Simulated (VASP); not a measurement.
# GaSi62 (a cell with a defect) in VASP: single point with PBE

Aim: the single point of GaSi62 (a cell with a defect) with PBE.

Everything below comes from runs of VASP 6.6.1. Logs are shortened: lines on timing, memory, paths and dates and some standing lists are left out, and cuts for length are marked.

**1. The cell of the first run**

The cell holds a defect, 63 atoms: a = 10.860 Å, b = 10.860 Å, c = 10.860 Å, α = 90.00°, β = 90.00°, γ = 90.00°.

**2. Single point, PBE, collinear spin, zero start**

The input, INCAR:

```
SYSTEM = GaSi62
  PREC = Accurate
  ENCUT = 520
  EDIFF = 1E-6
  ISMEAR = -1
  SIGMA = 0.05
  LREAL = Auto
  LASPH = .TRUE.
  NELM = 150
  ALGO = Normal
  ISIF = 2
  LWAVE = .FALSE.
  LCHARG = .FALSE.
  ISPIN = 2
  MAGMOM = 0 0 0 0 0 0 0 0 0 0 0 0 0 0 0 0 0 0 0 0 0 0 0 0 0 0 0 0 0 0 0 0 0 0 0 0 0 0 0 0 0 0 0 0 0 0 0 0 0 0 0 0 0 0 0 0 0 0 0 0 0 0 0
  LORBIT = 11
  GGA = PE
  NBANDS = 172
```

The input, KPOINTS:

```
regular mesh
0
G
  1 1 1
  0 0 0
```

The input, POSCAR:

```
GaSi62
1.0
   10.8600000000      0.0000000000      0.0000000000
    0.0000000000     10.8600000000      0.0000000000
    0.0000000000      0.0000000000     10.8600000000
Si Ga
62 1
Direct
    0.5005769797      0.0014066298      0.0004758748
    0.6262201657      0.1237604052      0.1274279006
    0.7481239411      0.2495126151      0.0001228361
    0.8749327808      0.3761842541      0.1234340700
    0.7515316759     -0.0016469613      0.2525014733
    0.8776707182      0.1187568140      0.3808946593
    0.0005489871      0.0017829650      0.0016461326
    0.1259692449      0.1264835175      0.1260156538
    0.2490793738      0.2521651934     -0.0009843462
    0.3748306630      0.3750005525      0.1248081031
    0.4975284530      0.5009205341     -0.0010249540
    0.6234198895      0.6238402394      0.1258123389
    0.7484081952      0.7492456722      0.0013622468
    0.8751186004      0.8747552486      0.1251171271
    0.2504152855      0.0014946593      0.2504289134
    0.3773852670      0.1237761510      0.3761179558
    0.4999149171      0.2499971455      0.2498751381
    0.6262688766      0.3723032228      0.3761548803
    0.7484068140      0.4994181400      0.2504400552
    0.8759418969      0.6246304788      0.3757278085
    0.5023590239     -0.0016327808      0.5014894107
    0.6306975138      0.1189050645      0.6275550645
    0.7515444751      0.2470134438      0.5015003683
    0.8750873849      0.3745629834      0.6250426335
    0.7589424494     -0.0091985267      0.7501613260
    0.8758954880      0.1240049724      0.8752859116
   -0.0027337937      0.5059501842     -0.0062210866
    0.1235520258      0.6262353591      0.1222851750
    0.2433718232      0.7526006446     -0.0066040516
    0.3730948435      0.8746438306      0.1230894107
   -0.0005912523      0.2492366483      0.2506963168
    0.1256930018      0.3742689687      0.3733367403
    0.2490612339      0.5008953959      0.2475852670
    0.3760079190      0.6237812155      0.3734183241
    0.5001509208      0.7503676796      0.2500880295
    0.6299332413      0.8724650092      0.3799971455
    0.0001956722     -0.0094865562      0.5092452118
    0.1253590239      0.1240175875      0.6258511050
    0.2501496317      0.2495341621      0.4980744936
    0.3734028545      0.3762231123      0.6249399632
    0.5005648250      0.4993056169      0.4984159300
    0.6257512891      0.6245882136      0.6259523020
    0.7575779006      0.7495165746      0.5076187845
    0.2517493554      0.0018745856      0.7505297422
    0.3761803867      0.1264525783      0.8760360037
    0.5006596685      0.2493328729      0.7493767956
    0.6233640884      0.3743003683      0.8757007366
    0.7485837937      0.4985908840      0.7504317680
    0.8699421731      0.6328130755      0.8670446593
   -0.0000765193      0.7500456722      0.2498692449
    0.1253253223      0.8738854512      0.3758049724
    0.0004395948      0.4985782689      0.4984878453
    0.1171806630      0.6327783610      0.6196639963
    0.2514820442      0.7492542357      0.4982198895
    0.3750925414      0.8747023941      0.6251268877
   -0.0000990792      0.2498437385      0.7498300184
    0.1236158379      0.3774089319      0.8735530387
    0.2437201657      0.5060094843      0.7471476059
    0.3722063536      0.6262658379      0.8734819521
    0.4998766114      0.7500095764      0.7498866483
    0.6258677716      0.8738282689      0.8752633517
    0.1171520258      0.8808139963      0.8670544199
    0.9698618785      0.7813667587      0.7191815838
```

Potentials or basis: VASP PAW PBE potentials, release 64 (Si, Ga_d).

Launch:

```console
$ cat potpaw_PBE.64/Si/POTCAR potpaw_PBE.64/Ga_d/POTCAR > POTCAR
$ mpirun -np 1 vasp_gam > vasp.out
```

OUTCAR:

```text
SYSTEM = GaSi62
   PREC = Accurate
   ENCUT = 520
   EDIFF = 1E-6
   ISMEAR = -1
   LREAL = Auto
   LASPH = .TRUE.
   NELM = 150
   ISIF = 2
   ISPIN = 2
   LORBIT = 11
   GGA = PE

 ion  position               nearest neighbor table
   1  0.501  0.001  0.000-  45 2.34   2 2.35  30 2.36  61 2.37
   2  0.626  0.124  0.127-   1 2.35   3 2.35  17 2.35   5 2.36
   3  0.748  0.250  0.000-  47 2.34   2 2.35   4 2.36  26 2.37
   4  0.875  0.376  0.123-  19 2.36   3 2.36  31 2.37  27 2.39
   5  0.752  0.998  0.253-  14 2.35  36 2.35   6 2.35   2 2.36
   6  0.878  0.119  0.381-   5 2.35  23 2.35  37 2.38  31 2.40
[... 54 lines left out ...]
  61  0.626  0.874  0.875-  13 2.34  60 2.35  25 2.36   1 2.37
  62  0.117  0.881  0.867-   7 2.34  44 2.34  29 2.39  63 2.51
  63  0.970  0.781  0.719-  62 2.51  53 2.52  49 2.52

  LATTYP: Found a simple cubic cell.
 ALAT       =    10.8600000000

  Lattice vectors:

 A1 = (  10.8600000000,   0.0000000000,   0.0000000000)
 A2 = (   0.0000000000,  10.8600000000,   0.0000000000)
 A3 = (   0.0000000000,   0.0000000000,  10.8600000000)

Analysis of symmetry for initial positions (statically):
=====================================================================
 Subroutine PRICEL returns:
 Original cell was already a primitive cell.

 Routine SETGRP: Setting up the symmetry group for a
 simple cubic supercell.

 Subroutine GETGRP returns: Found  1 space group operations
 (whereof  1 operations were pure point group operations)
 out of a pool of 48 trial point group operations.

The static configuration has the point symmetry C_1 .

Analysis of symmetry for dynamics (positions and initial velocities):
=====================================================================
 Subroutine PRICEL returns:
 Original cell was already a primitive cell.

 Routine SETGRP: Setting up the symmetry group for a
 simple cubic supercell.

 Subroutine GETGRP returns: Found  1 space group operations
 (whereof  1 operations were pure point group operations)
 out of a pool of 48 trial point group operations.

The dynamic configuration has the point symmetry C_1 .

Analysis of structural, dynamic, and magnetic symmetry:
=====================================================================
 Subroutine PRICEL returns:
 Original cell was already a primitive cell.

 Routine SETGRP: Setting up the symmetry group for a
 simple cubic supercell.

 Subroutine GETGRP returns: Found  1 space group operations
 (whereof  1 operations were pure point group operations)
 out of a pool of 48 trial point group operations.

The overall configuration has the point symmetry C_1 .

 Subroutine INISYM returns: Found  1 space group operations
 (whereof  1 operations are pure point group operations),
 and found     1 'primitive' translations

----------------------------------------------------------------------------------------

                                     Primitive cell

  volume of cell :    1280.8241

  direct lattice vectors                    reciprocal lattice vectors
    10.860000000  0.000000000  0.000000000     0.092081031  0.000000000  0.000000000
     0.000000000 10.860000000  0.000000000     0.000000000  0.092081031  0.000000000
     0.000000000  0.000000000 10.860000000     0.000000000  0.000000000  0.092081031

  length of vectors
    10.860000000 10.860000000 10.860000000     0.092081031  0.092081031  0.092081031

  position of ions in fractional coordinates (direct lattice)
     0.500576980  0.001406630  0.000475875
     0.626220166  0.123760405  0.127427901
     0.748123941  0.249512615  0.000122836
     0.874932781  0.376184254  0.123434070
     0.751531676  0.998353039  0.252501473
     0.877670718  0.118756814  0.380894659
[... 55 lines left out ...]
     0.117152026  0.880813996  0.867054420
[... 104 lines left out ...]
   NGXF,Y,Z  is equivalent  to a cutoff of  25.72, 25.72, 25.72 a.u.
 SYSTEM =  GaSi62
   PREC   = accura    normal or accurate (medium, high low for compatibility)
   ISTART =      0    job   : 0-new  1-cont  2-samecut
   ICHARG =      2    charge: 1-file 2-atom 10-const
   ISPIN  =      2    spin polarized calculation?
   LNONCOLLINEAR =      F non collinear calculations
   LSORBIT =      F    spin-orbit coupling
   LASPH  =      T    aspherical Exc in radial PAW
   ENCUT  =  520.0 eV  38.22 Ry    6.18 a.u.  20.19 20.19 20.19*2*pi/ulx,y,z
   NELM   =    150;   NELMIN=  2; NELMDL= -5     # of ELM steps
   EDIFF  = 0.1E-05   stopping-criterion for ELM
   LREAL  =      T    real-space projection
   EDIFFG = 0.1E-04   stopping-criterion for IOM
   NSW    =      0    number of steps for IOM
[... 5 lines left out ...]
   TEBEG  =    0.0;   TEEND  =   0.0 temperature during run
   PSTRESS=    0.0 pullay stress
   NELECT =     261.0000    total number of electrons
   NUPDOWN=      -1.0000    fix difference up-down
   EMIN   =  10.00;   EMAX   =-10.00  energy-range for DOS
   EFERMI =   0.00;   METHOD = LEGACY
   ISMEAR =    -1;   SIGMA  =   0.05  broadening in eV -4-tet -1-fermi 0-gaus
   EFERMI_NEDOS =   21; number of points for ismear=-14 and -15
   IALGO  =     38    algorithm
   IMIX   =      4    mixing-type and parameters
     AMIX     =   0.40;   BMIX     =  1.00
     AMIX_MAG =   1.60;   BMIX_MAG =  1.00
  volume/ion in A,a.u.               =      20.33       137.20
  Fermi-wavevector in a.u.,A,eV,Ry     =   0.963367  1.820500 12.627245  0.928076
  Thomas-Fermi vector in A             =   2.092906
   LORBIT       =     11    0 simple, 1 ext, 2 COOP (PROOUT), +10 PAW based schemes
   GGA     = PE    functional components
   LHFCALC =     F    Hartree Fock is set to
   AEXX    =    0.0000 exact exchange contribution
   IVDW    =     0    specifies the selected vdW correction
   LEPSILON=     F    determine dielectric tensor
   LRPA    =     F    only Hartree local field effects (RPA)
 spin polarized calculation
  energy-cutoff  :      520.00
  volume of cell :     1280.82
 maximum number of plane-waves:     17229
 NGX is ok and might be reduce to    84
   NGX = 41   NGY = 41   NGZ = 41

 number of electron     260.9999986 magnetization       0.0009167

 Free energy of the ion-electron system (eV)
  ---------------------------------------------------
  ext. energy  EPLUGINS =         0.00000000
  ---------------------------------------------------
  free energy    TOTEN  =      -330.18450304 eV

  energy without entropy =     -330.04760699  energy(sigma->0) =     -330.11605502

 E-fermi :   6.2310     XC(G=0):  -9.3567

 val. band max:        5.4892236180   @ k =   0.0000   0.0000   0.0000
 cond. band min:       6.2920310824   @ k =   0.0000   0.0000   0.0000
 fundamental gap:      0.8028074645
 Fermi energy:         6.2309752142

 spin component 1

 k-point     1 :       0.0000    0.0000    0.0000
  band No.  band energies     occupation
      1      -8.8622      1.00000
      2      -8.8612      1.00000
      3      -8.8376      1.00000
      4      -8.7909      1.00000
      5      -8.7899      1.00000
      6      -6.2078      1.00000
[... 134 lines left out ...]
    141       6.8865      0.00000
    142       6.9089      0.00000
 Fermi energy:         6.2309752142

 spin component 2

 k-point     1 :       0.0000    0.0000    0.0000
  band No.  band energies     occupation
      1      -8.8622      1.00000
      2      -8.8612      1.00000
      3      -8.8376      1.00000
      4      -8.7909      1.00000
      5      -8.7899      1.00000
      6      -6.2078      1.00000
[... 134 lines left out ...]
    141       6.8866      0.00000
    142       6.9089      0.00000
 [bands above 142 left out]

------------------------ aborting loop because EDIFF is reached ----------------------------------------

  FORCE on cell =-STRESS in cart. coord.  units (eV):
  Direction    XX          YY          ZZ          XY          YZ          ZX
  --------------------------------------------------------------------------------------
  -------------------------------------------------------------------------------------
  Total       13.2878203     13.1183568     13.2319038      3.0535610      3.1506828     -2.7275018
  in kB       16.6216775     16.4096964     16.5517319      3.8196864      3.9411757     -3.4118204
  external PRESSURE =      16.5277019 kB  Pullay stress =       0.0000000 kB

 VOLUME and BASIS-vectors are now :
 -----------------------------------------------------------------------------
  energy-cutoff  :      520.00
  volume of cell :     1280.82
      direct lattice vectors                 reciprocal lattice vectors
    10.860000000  0.000000000  0.000000000     0.092081031  0.000000000  0.000000000
     0.000000000 10.860000000  0.000000000     0.000000000  0.092081031  0.000000000
     0.000000000  0.000000000 10.860000000     0.000000000  0.000000000  0.092081031

 POSITION                                       TOTAL-FORCE (eV/Angst)
 -----------------------------------------------------------------------------------
      5.43627      0.01528      0.00517        -0.001030     -0.006736     -0.011383
      6.80075      1.34404      1.38387        -0.002730     -0.000170     -0.006492
      8.12463      2.70971      0.00133         0.010634     -0.005024     -0.006776
      9.50177      4.08536      1.34049        -0.003047      0.011248     -0.009951
      8.16163     10.84211      2.74217         0.002946     -0.000862      0.002838
      9.53150      1.28970      4.13652        -0.012767      0.013874     -0.009894
[... 55 lines left out ...]
      1.27227      9.56564      9.41621         0.024405      0.010207      0.026542
     10.53270      8.48564      7.81031         0.054123     -0.075795      0.075649
 -----------------------------------------------------------------------------------
    total drift:                               -0.007777      0.003254     -0.014807

  FREE ENERGIE OF THE ION-ELECTRON SYSTEM (eV)
  ---------------------------------------------------
  free  energy   TOTEN  =      -330.1845030438 eV

  energy  without entropy=     -330.0476069910  energy(sigma->0) =     -330.11605502

 total charge

# of ion       s       p       d       tot
------------------------------------------
    1        0.744   0.946   0.000   1.690
    2        0.739   0.957   0.000   1.696
    3        0.744   0.946   0.000   1.690
    4        0.748   0.930   0.000   1.678
    5        0.740   0.958   0.000   1.698
    6        0.742   0.934   0.000   1.677
[... 55 lines left out ...]
   62        0.754   0.923   0.000   1.676
   63        0.897   0.697   9.951  11.545
--------------------------------------------------
tot         47.023  59.290   9.951 116.264

 magnetization (x)

# of ion       s       p       d       tot
------------------------------------------
    1        0.000   0.000   0.000   0.000
    2       -0.000   0.000   0.000   0.000
    3        0.000   0.000   0.000   0.000
    4       -0.000   0.000   0.000   0.000
    5        0.000  -0.000   0.000   0.000
    6       -0.000   0.000   0.000   0.000
[... 55 lines left out ...]
   62        0.000   0.000   0.000   0.000
   63       -0.000  -0.000   0.000  -0.000
--------------------------------------------------
tot          0.000   0.000   0.000   0.000
```

Wall time 9.7 min (1 thread of Oxide Virtual Turin-like, shared host); peak memory 1.4 GiB.

Results:

```
Free energy                                           : -330.1845 eV
Pressure                                              : 1.7 GPa
Largest force                                         : 0.120 eV/Å
Band gap on the k mesh                                : 0.80 eV
Net moment                                            : 0.00 μB per cell
Valence electrons inside the program's atomic spheres : Si 1.69, 1.70, 1.68, 1.64 (each value once); Ga 11.54
```

Forces in eV/Å, atoms in the order of the input:
```
Si  -0.001 -0.007 -0.011
Si  -0.003  0.000 -0.006
Si   0.011 -0.005 -0.007
Si  -0.003  0.011 -0.010
Si   0.003 -0.001  0.003
Si  -0.013  0.014 -0.010
Si  -0.006  0.002 -0.007
Si  -0.005  0.007  0.000
Si  -0.002 -0.005 -0.003
Si  -0.007  0.011 -0.007
Si   0.002  0.001 -0.003
Si   0.002  0.010  0.000
Si  -0.006  0.001  0.000
Si   0.003 -0.005  0.002
Si  -0.009 -0.008  0.001
Si  -0.006  0.001 -0.002
Si   0.003 -0.007  0.000
Si   0.000  0.006  0.002
Si   0.004  0.009  0.000
Si   0.003 -0.014 -0.009
Si   0.006 -0.002  0.004
Si  -0.009  0.015 -0.014
Si   0.002 -0.003  0.002
Si   0.005  0.002  0.007
Si  -0.004  0.008 -0.019
Si   0.005  0.008  0.009
Si   0.011 -0.012  0.011
Si  -0.008  0.008 -0.006
Si   0.013 -0.010  0.011
Si  -0.004  0.011 -0.004
Si  -0.003  0.002 -0.006
Si  -0.003 -0.003  0.002
Si  -0.004  0.002  0.002
Si  -0.001  0.009  0.000
Si   0.001 -0.005 -0.001
Si  -0.010  0.019 -0.011
Si  -0.018  0.005 -0.005
Si   0.010  0.007  0.006
Si  -0.007 -0.005  0.011
Si  -0.009  0.011 -0.006
Si  -0.002  0.012  0.004
Si  -0.009 -0.015  0.004
Si   0.009  0.014  0.008
Si  -0.006  0.000 -0.003
Si  -0.001  0.007 -0.007
Si  -0.004  0.001  0.001
Si   0.003 -0.004 -0.005
Si  -0.011  0.001 -0.002
Si  -0.010 -0.007  0.008
Si  -0.004  0.000 -0.008
Si   0.012 -0.007 -0.007
Si  -0.005 -0.002 -0.012
Si   0.014 -0.015 -0.015
Si   0.004  0.000 -0.006
Si   0.003 -0.001  0.000
Si  -0.004 -0.001 -0.003
Si  -0.008  0.007 -0.007
Si   0.015 -0.013  0.016
Si  -0.003  0.007 -0.006
Si  -0.008 -0.001 -0.004
Si  -0.009 -0.006  0.013
Si   0.024  0.010  0.027
Ga   0.054 -0.076  0.076
```

Stress tensor (GPa, compression positive):
```
 1.66  0.38 -0.34
 0.38  1.64  0.39
-0.34  0.39  1.66
```

Levels at points of the mesh, in eV from the valence-band top:
Spin up:
```
           k point  band 128  band 129  band 130  band 131  band 132  band 133
(0.00, 0.00, 0.00)     -0.12     -0.12      0.00      0.80      0.81      0.94
```
Spin down:
| k point | band 126 | band 127 | band 128 | band 129 | band 130 | band 131 | band 132 | band 133 | band 134 | band 135 |
| --- | --- | --- | --- | --- | --- | --- | --- | --- | --- | --- |
| (0.00, 0.00, 0.00) | -0.53 | -0.53 | -0.12 | -0.12 | 0.00 | 0.80 | 0.81 | 0.94 | 0.94 | 0.97 |

Caveat: the k points lie up to 0.58 Å⁻¹ apart; no moment was typed at the start, so none could form.
